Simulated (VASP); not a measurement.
# Mg (Im-3m) in VASP: single point with PBE

Aim: the single point of Mg with PBE.

All numbers are computed with VASP 6.6.1; they aren't measurements. Logs are shortened: lines on timing, memory, paths and dates and some standing lists are left out, and cuts for length are marked.

### Step 1. The cell of the first run

The structure is cubic, space group Im-3m (No. 229). The conventional cell has a = 3.580 Å, b = 3.580 Å, c = 3.580 Å, α = 90.00°, β = 90.00°, γ = 90.00°. Within 4.1 Å of Mg (site symmetry m-3m) lie 14 Mg at 3.10 to 3.58 Å.

### Step 2. Single point, PBE, non-collinear spin, zero start, spin-orbit coupling

INCAR reads:

```
ALGO     = Normal         # electronic algorithm
EDIFF    = 1E-6           # SCF threshold, eV
ENCUT    = 520            # plane-wave cutoff, eV
GGA      = PE             # functional
GGA_COMPAT= False        
ISIF     = 2              # what is computed and relaxed
ISMEAR   = 0              # smearing method
LASPH    = True           # aspherical terms in the spheres
LCHARG   = False          # write CHGCAR
LORBIT   = 11             # projections on sites
LORBMOM  = True         
LREAL    = False          # projectors in reciprocal space
LSORBIT  = True           # spin-orbit coupling
LWAVE    = False          # write WAVECAR
MAGMOM   = 0 0 0          # initial moments
NBANDS   = 13             # bands
NELM     = 150            # most SCF steps
PREC     = Accurate       # precision mode
SIGMA    = 0.05           # smearing width, eV
```

KPOINTS reads:

```
k-points
0
Gamma
  16 16 16
```

POSCAR reads:

```
Mg
1.0
   -1.7899678385      1.7899678385      1.7899678385
    1.7899678385     -1.7899678385      1.7899678385
    1.7899678385      1.7899678385     -1.7899678385
Mg
1
Direct
    0.0000000000      0.0000000000      0.0000000000
```

Potentials or basis: VASP PAW PBE potentials, release 64 (Mg).

Command:

```console
cat potpaw_PBE.64/Mg/POTCAR > POTCAR
mpirun -np 1 vasp_ncl > vasp.out
```

OUTCAR:

```text
EDIFF = 1E-6
   ENCUT = 520
   GGA = PE
   ISIF = 2
   ISMEAR = 0
   LASPH = True
   LORBIT = 11
   LREAL = False
   LSORBIT = True
   NELM = 150
   PREC = Accurate

 ion  position               nearest neighbor table
   1  0.000  0.000  0.000-

  LATTYP: Found a body centered cubic cell.
 ALAT       =     3.5799356770

  Lattice vectors:

 A1 = (  -1.7899678385,   1.7899678385,   1.7899678385)
 A2 = (   1.7899678385,  -1.7899678385,   1.7899678385)
 A3 = (   1.7899678385,   1.7899678385,  -1.7899678385)

Analysis of symmetry for initial positions (statically):
=====================================================================
 Subroutine PRICEL returns:
 Original cell was already a primitive cell.

 Routine SETGRP: Setting up the symmetry group for a
 body centered cubic supercell.

 Subroutine GETGRP returns: Found 48 space group operations
 (whereof 48 operations were pure point group operations)
 out of a pool of 48 trial point group operations.

The static configuration has the point symmetry O_h .

Analysis of symmetry for dynamics (positions and initial velocities):
=====================================================================
 Subroutine PRICEL returns:
 Original cell was already a primitive cell.

 Routine SETGRP: Setting up the symmetry group for a
 body centered cubic supercell.

 Subroutine GETGRP returns: Found 48 space group operations
 (whereof 48 operations were pure point group operations)
 out of a pool of 48 trial point group operations.

The dynamic configuration has the point symmetry O_h .

Analysis of structural, dynamic, and magnetic symmetry:
=====================================================================
 Subroutine PRICEL returns:
 Original cell was already a primitive cell.

 Routine SETGRP: Setting up the symmetry group for a
 body centered cubic supercell.

 Subroutine GETGRP returns: Found 48 space group operations
 (whereof 48 operations were pure point group operations)
 out of a pool of 48 trial point group operations.

The overall configuration has the point symmetry O_h .

 Subroutine INISYM returns: Found 48 space group operations
 (whereof 48 operations are pure point group operations),
 and found     1 'primitive' translations

----------------------------------------------------------------------------------------

                                     Primitive cell

  volume of cell :      22.9401

  direct lattice vectors                    reciprocal lattice vectors
    -1.789967838  1.789967838  1.789967838     0.000000000  0.279334628  0.279334628
     1.789967838 -1.789967838  1.789967838     0.279334628  0.000000000  0.279334628
     1.789967838  1.789967838 -1.789967838     0.279334628  0.279334628  0.000000000

  length of vectors
     3.100315240  3.100315240  3.100315240     0.395038819  0.395038819  0.395038819

  position of ions in fractional coordinates (direct lattice)
     0.000000000  0.000000000  0.000000000

  ion indices of the primitive-cell ions
   primitive index   ion index
                 1           1

----------------------------------------------------------------------------------------

 KPOINTS: k-points

Automatic generation of k-mesh.
 Grid dimensions read from file:
 generate k-points for:   16   16   16

 Generating k-lattice:

  Cartesian coordinates                     Fractional coordinates (reciprocal lattice)
     0.000000000  0.017458414  0.017458414     0.062500000  0.000000000  0.000000000
     0.017458414  0.000000000  0.017458414     0.000000000  0.062500000  0.000000000
     0.017458414  0.017458414  0.000000000     0.000000000  0.000000000  0.062500000

  Length of vectors
     0.024689926  0.024689926  0.024689926

  Shift w.r.t. Gamma in fractional coordinates (k-lattice)
[... 51 lines left out ...]
   NELM   =    150;   NELMIN=  2; NELMDL= -5     # of ELM steps
   EDIFF  = 0.1E-05   stopping-criterion for ELM
   LREAL  =      F    real-space projection
   EDIFFG = 0.1E-04   stopping-criterion for IOM
   NSW    =      0    number of steps for IOM
   IBRION =     -1    ionic relax: 0-MD 1-quasi-New 2-CG
   NFREE  =      0    steps in history (QN), initial steepest desc. (CG)
   ISIF   =      2    stress and relaxation
   ISYM   =      2    0-nonsym 1-usesym 2-fastsym
   POTIM  = 0.5000    time-step for ionic-motion
   TEBEG  =    0.0;   TEEND  =   0.0 temperature during run
   PSTRESS=    0.0 pullay stress
   NELECT =       2.0000    total number of electrons
   NUPDOWN=      -1.0000    fix difference up-down
   EMIN   =  10.00;   EMAX   =-10.00  energy-range for DOS
   EFERMI =   0.00;   METHOD = LEGACY
   ISMEAR =     0;   SIGMA  =   0.05  broadening in eV -4-tet -1-fermi 0-gaus
   EFERMI_NEDOS =   21; number of points for ismear=-14 and -15
   IALGO  =     38    algorithm
   IMIX   =      4    mixing-type and parameters
     AMIX     =   0.40;   BMIX     =  1.00
     AMIX_MAG =   1.60;   BMIX_MAG =  1.00
  volume/ion in A,a.u.               =      22.94       154.81
  Fermi-wavevector in a.u.,A,eV,Ry     =   0.725916  1.371782  7.169642  0.526954
  Thomas-Fermi vector in A             =   1.816758
   LORBIT       =     11    0 simple, 1 ext, 2 COOP (PROOUT), +10 PAW based schemes
   GGA     = PE    functional components
   LHFCALC =     F    Hartree Fock is set to
   AEXX    =    0.0000 exact exchange contribution
   IVDW    =     0    specifies the selected vdW correction
   LEPSILON=     F    determine dielectric tensor
   LRPA    =     F    only Hartree local field effects (RPA)
 Gauss-broadening in eV      SIGMA  =   0.05
  energy-cutoff  :      520.00
  volume of cell :       22.94
 maximum number of plane-waves:      1274
   NGX = 11   NGY = 11   NGZ = 11

 number of electron       2.0000000 magnetization      -0.0000000     -0.0000000     -0.0000000

 number of electron       2.0000000 magnetization       0.0000000      0.0000000      0.0000000

 Free energy of the ion-electron system (eV)
  ---------------------------------------------------
  ext. energy  EPLUGINS =         0.00000000
  ---------------------------------------------------
  free energy    TOTEN  =        -1.47752162 eV

  energy without entropy =       -1.47693645  energy(sigma->0) =       -1.47722903

 E-fermi :   2.6761     XC(G=0):  -8.4967

 val. band max:        2.6376408093   @ k =   0.3750   0.1250   0.0625
 cond. band min:       2.6767041601   @ k =   0.3125   0.1875   0.1875
 fundamental gap:      0.0390633508
 Fermi energy:         2.6760570879

 k-point     1 :       0.0000    0.0000    0.0000
  band No.  band energies     occupation
      1      -4.2939      1.00000
      2      -4.2939      1.00000
      3      15.6749      0.00000
      4      15.6749      0.00000
      5      15.6749      0.00000
      6      15.6749      0.00000
      7      15.6753      0.00000
      8      15.6753      0.00000
      9      17.6916      0.00000
     10      17.6919      0.00000
     11      17.6924      0.00000
     12      17.7224      0.00000
     13      17.7485      0.00000
[... 354 lines left out ...]
  band No.  band energies     occupation
      1      -0.9478      1.00000
      2      -0.9478      1.00000
      3       5.9356      0.00000
      4       5.9356      0.00000
      5       7.5143      0.00000
      6       7.5143      0.00000
      7      11.5771      0.00000
      8      11.5771      0.00000
      9      15.5501      0.00000
     10      15.5501      0.00000
     11      17.0443      0.00000
     12      17.0443      0.00000
     13      19.7193      0.00000

 [... further k-points ...]
[... 5 lines left out ...]
  --------------------------------------------------------------------------------------
  -------------------------------------------------------------------------------------
  Total       -0.0182310     -0.0182310     -0.0182310     -0.0000000      0.0000000     -0.0000000
  in kB       -1.2732870     -1.2732870     -1.2732870     -0.0000000      0.0000000     -0.0000000
  external PRESSURE =      -1.2732870 kB  Pullay stress =       0.0000000 kB

 VOLUME and BASIS-vectors are now :
 -----------------------------------------------------------------------------
  energy-cutoff  :      520.00
  volume of cell :       22.94
      direct lattice vectors                 reciprocal lattice vectors
    -1.789967838  1.789967838  1.789967838     0.000000000  0.279334628  0.279334628
     1.789967838 -1.789967838  1.789967838     0.279334628  0.000000000  0.279334628
     1.789967838  1.789967838 -1.789967838     0.279334628  0.279334628  0.000000000

 POSITION                                       TOTAL-FORCE (eV/Angst)
 -----------------------------------------------------------------------------------
      0.00000      0.00000      0.00000         0.000000      0.000000      0.000000
 -----------------------------------------------------------------------------------
    total drift:                                0.000000     -0.000000     -0.000000

  FREE ENERGIE OF THE ION-ELECTRON SYSTEM (eV)
  ---------------------------------------------------
  free  energy   TOTEN  =        -1.4775216153 eV

  energy  without entropy=       -1.4769364523  energy(sigma->0) =       -1.47722903

 orbital moment (x)

 # of ion     p       d       tot
 ----------------------------------------
  1        -0.000  -0.000  -0.000
 ----------------------------------------
           -0.000  -0.000  -0.000

 orbital moment (y)

 # of ion     p       d       tot
 ----------------------------------------
  1         0.000  -0.000   0.000
 ----------------------------------------
            0.000  -0.000   0.000

 orbital moment (z)

 # of ion     p       d       tot
 ----------------------------------------
  1         0.000   0.000   0.000
 ----------------------------------------
            0.000   0.000   0.000

 Spin-Orbit-Coupling matrix elements

 Ion:    1  E_soc:     -0.0000349
 l=   1
     0.0000000    -0.0000058    -0.0000058
    -0.0000058     0.0000000    -0.0000058
    -0.0000058    -0.0000058     0.0000000
 l=   2
     0.0000000     0.0000000     0.0000000     0.0000000     0.0000000
     0.0000000     0.0000000     0.0000000     0.0000000     0.0000000
     0.0000000     0.0000000     0.0000000     0.0000000     0.0000000
     0.0000000     0.0000000     0.0000000     0.0000000     0.0000000
     0.0000000     0.0000000     0.0000000     0.0000000     0.0000000
 l=   3
     0.0000000     0.0000000     0.0000000     0.0000000     0.0000000     0.0000000     0.0000000
     0.0000000     0.0000000     0.0000000     0.0000000     0.0000000     0.0000000     0.0000000
     0.0000000     0.0000000     0.0000000     0.0000000     0.0000000     0.0000000     0.0000000
     0.0000000     0.0000000     0.0000000     0.0000000     0.0000000     0.0000000     0.0000000
     0.0000000     0.0000000     0.0000000     0.0000000     0.0000000     0.0000000     0.0000000
     0.0000000     0.0000000     0.0000000     0.0000000     0.0000000     0.0000000     0.0000000
     0.0000000     0.0000000     0.0000000     0.0000000     0.0000000     0.0000000     0.0000000

 total charge

# of ion       s       p       d       tot
------------------------------------------
    1        0.211   0.123   0.012   0.346

 magnetization (x)

# of ion       s       p       d       tot
------------------------------------------
    1       -0.000  -0.000   0.000  -0.000

 magnetization (y)

# of ion       s       p       d       tot
------------------------------------------
    1       -0.000  -0.000   0.000  -0.000

 magnetization (z)

# of ion       s       p       d       tot
------------------------------------------
    1        0.000  -0.000  -0.000  -0.000
```

Run time: 57 s. Hardware: 1 thread of Intel Xeon Platinum 8375C at 2.90GHz (Ice Lake), shared host; peak memory 0.23 GiB.

What came out:

```
Free energy                                           : -1.4775 eV
Pressure                                              : -0.1 GPa
Net moment                                            : 0.00 μB per cell
Valence electrons inside the program's atomic spheres : Mg 0.35
```

Moments on the atoms (μB; x, y, z):
```
Mg  0.00 0.00 0.00
```
